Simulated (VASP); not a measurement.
Wanted: the native input for a VASP 6.6.1 run.

```
Task                   : single point
Functional             : PBE
Potentials or basis    : VASP PAW PBE potentials, release 64 (Pb_d, Te)
Cutoff                 : 520 eV
k mesh                 : 7 × 7 × 7
Occupations            : gaussian, width 0.027 eV
Spin                   : no spin polarisation
Dipole correction      : no
Further INCAR settings : ALGO = Normal; EDIFF = 1e-07; NBANDS = 17
```

The structure of TePb lies in POSCAR:

```
TePb
1.0
    4.0022870000      0.0000000000      0.0000000000
    0.0000000000      4.0022870000      0.0000000000
    0.0000000000      0.0000000000      4.0022870000
Pb Te
1 1
Direct
    0.0000000000      0.0000000000      0.0000000000
    0.5000000000      0.5000000000      0.5000000000
```

One way to write it, as run:

INCAR

```
PREC = Accurate
ENCUT = 520
EDIFF = 1E-7
ISMEAR = 0
SIGMA = 0.027000000000000003
LREAL = F
LASPH = T
NELM = 100
ALGO = Normal
ISIF = 2
LWAVE = F
LCHARG = F
GGA = PE
NBANDS = 17
```

KPOINTS

```
Automatic mesh
0
Gamma
  7 7 7
```

Potentials or basis: VASP PAW PBE potentials, release 64 (Pb_d, Te).

Launch:

```sh
$ cat potpaw_PBE.64/Pb_d/POTCAR potpaw_PBE.64/Te/POTCAR > POTCAR
$ mpirun -np 1 vasp_std > vasp.out
```

Results of the run:

```
Pressure               : 0.0 GPa
Band gap on the k mesh : zero (band 10 reaches 6.57 eV, above the bottom of band 11 at 5.77 eV)
```

Caveat: spin-orbit coupling is left out, which moves the levels of the heavy elements.

Wall time 23 s on 1 thread of Intel(R) Xeon(R) Platinum 8259CL CPU @ 2.50GHz (Skylake/Cascade Lake) (shared host), peak memory 0.17 GiB.
